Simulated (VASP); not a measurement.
# PbSe (P6_3/mmc) in VASP: notebook, part 2 of 2

VASP 6.6.1.

**3. Single point, PBE (volume changed by -3%)**

Input file INCAR:

```
PREC = Accurate
ENCUT = 520
EDIFF = 1E-6
ISMEAR = 0
SIGMA = 0.01
LREAL = F
LASPH = T
NELM = 80
ALGO = Normal
ISIF = 2
LWAVE = F
LCHARG = F
GGA = PE
NBANDS = 28
```

Input file KPOINTS:

```
regular mesh
0
Gamma
  6 6 4
```

Input file POSCAR:

```
PbSe
1.0
    5.1541060973      0.0000000000      0.0000000000
   -2.5770530486      4.4635868141      0.0000000000
    0.0000000000      0.0000000000      6.1978536602
Pb Se
2 2
Direct
    0.3333333333      0.6666666667      0.2500000000
    0.6666666667      0.3333333333      0.7500000000
    0.6666666667      0.3333333333      0.2500000000
    0.3333333333      0.6666666667      0.7500000000
```

Potentials or basis: VASP PAW PBE potentials, release 64 (Pb_d, Se).

On the command line:

```console
> cat potpaw_PBE.64/Pb_d/POTCAR potpaw_PBE.64/Se/POTCAR > POTCAR
> mpirun -np 1 vasp_std > vasp.out
```

OUTCAR:

```text
PREC = Accurate
   ENCUT = 520
   EDIFF = 1E-6
   ISMEAR = 0
   LREAL = F
   LASPH = T
   NELM = 80
   ISIF = 2
   GGA = PE

 ion  position               nearest neighbor table
   1  0.333  0.667  0.250-   3 2.98   3 2.98   3 2.98   4 3.10   4 3.10
   2  0.667  0.333  0.750-   4 2.98   4 2.98   4 2.98   3 3.10   3 3.10
   3  0.667  0.333  0.250-   1 2.98   1 2.98   1 2.98   2 3.10   2 3.10
   4  0.333  0.667  0.750-   2 2.98   2 2.98   2 2.98   1 3.10   1 3.10

  LATTYP: Found a hexagonal cell.
 ALAT       =     5.1541060973
 C/A-ratio  =     1.2025079700

  Lattice vectors:

 A1 = (   5.1541060973,   0.0000000000,   0.0000000000)
 A2 = (  -2.5770530486,   4.4635868141,   0.0000000000)
 A3 = (   0.0000000000,   0.0000000000,   6.1978536602)

Analysis of symmetry for initial positions (statically):
=====================================================================
 Subroutine PRICEL returns:
 Original cell was already a primitive cell.

 Routine SETGRP: Setting up the symmetry group for a
 hexagonal supercell.

 Subroutine GETGRP returns: Found 24 space group operations
 (whereof 12 operations were pure point group operations)
 out of a pool of 24 trial point group operations.

The static configuration has the point symmetry D_3d.
 The point group associated with its full space group is D_6h.

Analysis of symmetry for dynamics (positions and initial velocities):
=====================================================================
 Subroutine PRICEL returns:
 Original cell was already a primitive cell.

 Routine SETGRP: Setting up the symmetry group for a
 hexagonal supercell.

 Subroutine GETGRP returns: Found 24 space group operations
 (whereof 12 operations were pure point group operations)
 out of a pool of 24 trial point group operations.

The dynamic configuration has the point symmetry D_3d.
 The point group associated with its full space group is D_6h.

 Subroutine INISYM returns: Found 24 space group operations
 (whereof 12 operations are pure point group operations),
 and found     1 'primitive' translations

----------------------------------------------------------------------------------------

                                     Primitive cell

  volume of cell :     142.5866

  direct lattice vectors                    reciprocal lattice vectors
     5.154106097  0.000000000  0.000000000     0.194020065  0.112017537  0.000000000
    -2.577053049  4.463586814  0.000000000     0.000000000  0.224035074  0.000000000
     0.000000000  0.000000000  6.197853660     0.000000000  0.000000000  0.161346178

  length of vectors
     5.154106097  5.154106097  6.197853660     0.224035074  0.224035074  0.161346178

  position of ions in fractional coordinates (direct lattice)
     0.333333333  0.666666667  0.250000000
     0.666666667  0.333333333  0.750000000
     0.666666667  0.333333333  0.250000000
     0.333333333  0.666666667  0.750000000

  ion indices of the primitive-cell ions
   primitive index   ion index
                 1           1
                 2           2
                 3           3
                 4           4

----------------------------------------------------------------------------------------

 KPOINTS: regular mesh

Automatic generation of k-mesh.
 Grid dimensions read from file:
 generate k-points for:    6    6    4

 Generating k-lattice:

  Cartesian coordinates                     Fractional coordinates (reciprocal lattice)
     0.032336677  0.018669589  0.000000000     0.166666667  0.000000000  0.000000000
     0.000000000  0.037339179  0.000000000     0.000000000  0.166666667  0.000000000
     0.000000000  0.000000000  0.040336545     0.000000000  0.000000000  0.250000000

  Length of vectors
     0.037339179  0.037339179  0.040336545

  Shift w.r.t. Gamma in fractional coordinates (k-lattice)
     0.000000000  0.000000000  0.000000000

 Subroutine IBZKPT returns following result:
 ===========================================

 Found     21 irreducible k-points:

 Following reciprocal coordinates:
            Coordinates               Weight
  0.000000  0.000000  0.000000      1.000000
  0.166667  0.000000  0.000000      6.000000
  0.333333 -0.000000  0.000000      6.000000
  0.500000 -0.000000  0.000000      3.000000
  0.166667  0.166667  0.000000      6.000000
  0.333333  0.166667  0.000000     12.000000
[... 13 lines left out ...]
  0.333333  0.166667  0.500000     12.000000
  0.333333  0.333333  0.500000      2.000000
   k-points           NKPTS =     21   k-points in BZ     NKDIM =     21   number of bands    NBANDS=     28
   number of dos      NEDOS =    301   number of ions     NIONS =      4
   total plane-waves  NPLWV =  76800
   dimension x,y,z NGX =    40 NGY =   40 NGZ =   48
   dimension x,y,z NGXF=    80 NGYF=   80 NGZF=   96
   ions per type =               2   2
   NGX,Y,Z   is equivalent  to a cutoff of  12.90, 12.90, 12.88 a.u.
   NGXF,Y,Z  is equivalent  to a cutoff of  25.80, 25.80, 25.75 a.u.
 SYSTEM =  unknown system
   PREC   = accura    normal or accurate (medium, high low for compatibility)
   ISTART =      0    job   : 0-new  1-cont  2-samecut
   ICHARG =      2    charge: 1-file 2-atom 10-const
   ISPIN  =      1    spin polarized calculation?
   LNONCOLLINEAR =      F non collinear calculations
   LSORBIT =      F    spin-orbit coupling
   LASPH  =      T    aspherical Exc in radial PAW
   ENCUT  =  520.0 eV  38.22 Ry    6.18 a.u.   9.58  9.58 11.52*2*pi/ulx,y,z
   NELM   =     80;   NELMIN=  2; NELMDL= -5     # of ELM steps
   EDIFF  = 0.1E-05   stopping-criterion for ELM
   LREAL  =      F    real-space projection
   EDIFFG = 0.1E-04   stopping-criterion for IOM
   NSW    =      0    number of steps for IOM
   IBRION =     -1    ionic relax: 0-MD 1-quasi-New 2-CG
   NFREE  =      0    steps in history (QN), initial steepest desc. (CG)
   ISIF   =      2    stress and relaxation
   ISYM   =      2    0-nonsym 1-usesym 2-fastsym
   POTIM  = 0.5000    time-step for ionic-motion
   TEBEG  =    0.0;   TEEND  =   0.0 temperature during run
   PSTRESS=    0.0 pullay stress
   NELECT =      40.0000    total number of electrons
   NUPDOWN=      -1.0000    fix difference up-down
   EMIN   =  10.00;   EMAX   =-10.00  energy-range for DOS
   EFERMI =   0.00;   METHOD = LEGACY
   ISMEAR =     0;   SIGMA  =   0.01  broadening in eV -4-tet -1-fermi 0-gaus
   EFERMI_NEDOS =   21; number of points for ismear=-14 and -15
   IALGO  =     38    algorithm
   IMIX   =      4    mixing-type and parameters
     AMIX     =   0.40;   BMIX     =  1.00
     AMIX_MAG =   1.60;   BMIX_MAG =  1.00
  volume/ion in A,a.u.               =      35.65       240.56
  Fermi-wavevector in a.u.,A,eV,Ry     =   1.071689  2.025198 15.626515  1.148516
  Thomas-Fermi vector in A             =   2.207436
   LORBIT       =      0    0 simple, 1 ext, 2 COOP (PROOUT), +10 PAW based schemes
   GGA     = PE    functional components
   LHFCALC =     F    Hartree Fock is set to
   AEXX    =    0.0000 exact exchange contribution
   IVDW    =     0    specifies the selected vdW correction
   LEPSILON=     F    determine dielectric tensor
   LRPA    =     F    only Hartree local field effects (RPA)
 non-spin polarized calculation
 Gauss-broadening in eV      SIGMA  =   0.01
  energy-cutoff  :      520.00
  volume of cell :      142.59
 maximum number of plane-waves:      3876
 NGX is ok and might be reduce to    40
   NGX = 19   NGY = 19   NGZ = 23

 number of electron      40.0000000 magnetization

 Free energy of the ion-electron system (eV)
  ---------------------------------------------------
  ext. energy  EPLUGINS =         0.00000000
  ---------------------------------------------------
  free energy    TOTEN  =       -16.06435884 eV

  energy without entropy =      -16.06435884  energy(sigma->0) =      -16.06435884

 E-fermi :   3.2855     XC(G=0):  -8.2606

 val. band max:        3.1948135372   @ k =   0.3333   0.3333   0.5000
 cond. band min:       4.3385505250   @ k =   0.3333   0.3333   0.5000
 fundamental gap:      1.1437369878
 Fermi energy:         3.2855180551

 k-point     1 :       0.0000    0.0000    0.0000
  band No.  band energies     occupation
      1     -13.6718      2.00000
      2     -13.5894      2.00000
      3     -13.5894      2.00000
      4     -13.5886      2.00000
      5     -13.5886      2.00000
      6     -13.5840      2.00000
[... 640 lines left out ...]
     27       9.6012      0.00000
     28       9.6012      0.00000

------------------------ aborting loop because EDIFF is reached ----------------------------------------

  FORCE on cell =-STRESS in cart. coord.  units (eV):
  Direction    XX          YY          ZZ          XY          YZ          ZX
  --------------------------------------------------------------------------------------
  -------------------------------------------------------------------------------------
  Total        1.0464677      1.0464677      1.0914291      0.0000000     -0.0000000      0.0000000
  in kB       11.7586575     11.7586575     12.2638680      0.0000000     -0.0000000      0.0000000
  external PRESSURE =      11.9270610 kB  Pullay stress =       0.0000000 kB

 VOLUME and BASIS-vectors are now :
 -----------------------------------------------------------------------------
  energy-cutoff  :      520.00
  volume of cell :      142.59
      direct lattice vectors                 reciprocal lattice vectors
     5.154106097  0.000000000  0.000000000     0.194020065  0.112017537  0.000000000
    -2.577053049  4.463586814  0.000000000     0.000000000  0.224035074  0.000000000
     0.000000000  0.000000000  6.197853660     0.000000000  0.000000000  0.161346178

 POSITION                                       TOTAL-FORCE (eV/Angst)
 -----------------------------------------------------------------------------------
     -0.00000      2.97572      1.54946        -0.000000     -0.000000      0.000000
      2.57705      1.48786      4.64839         0.000000     -0.000000      0.000000
      2.57705      1.48786      1.54946         0.000000     -0.000000      0.000000
     -0.00000      2.97572      4.64839        -0.000000      0.000000      0.000000
 -----------------------------------------------------------------------------------
    total drift:                                0.000000     -0.000000      0.000000

  FREE ENERGIE OF THE ION-ELECTRON SYSTEM (eV)
  ---------------------------------------------------
  free  energy   TOTEN  =       -16.0643588352 eV

  energy  without entropy=      -16.0643588352  energy(sigma->0) =      -16.06435884
```

stdout:

```text
POSCAR found type information on POSCAR PbSe
 POSCAR found :  2 types and       4 ions
 scaLAPACK will be used
 LDA part: xc-table for (Slater+PW92), standard interpolation
 POSCAR, INCAR and KPOINTS ok, starting setup
 FFT: planning ... GRIDC
 FFT: planning ... GRID_SOFT
 FFT: planning ... GRID
 WAVECAR not read
 entering main loop
```

It took 42 s on 1 thread of Intel Xeon Platinum 8559C (Emerald Rapids), shared host; peak memory 0.29 GiB.

What came out:

- Free energy: -16.0644 eV
- Pressure: 1.2 GPa
- Band gap on the k mesh: 1.14 eV, direct

Levels at points of the mesh, in eV from the valence-band top:
```tsv
k point	band 17	band 18	band 19	band 20	band 21	band 22	band 23	band 24
(0.00, 0.00, 0.00)	-2.96	-1.74	-1.74	-1.72	1.73	1.73	3.20	3.20
(0.50, 0.00, 0.00)	-2.76	-2.14	-2.11	-0.65	2.66	3.24	4.07	4.13
(0.00, 0.00, 0.50)	-2.37	-2.37	-1.33	-1.33	2.12	2.12	2.12	2.12
(0.50, 0.00, 0.50)	-1.76	-1.76	-0.67	-0.67	1.37	1.37	2.96	2.96
```

Caveat: spin-orbit coupling is left out, which moves the levels of the heavy elements. A k mesh can miss the band edges.
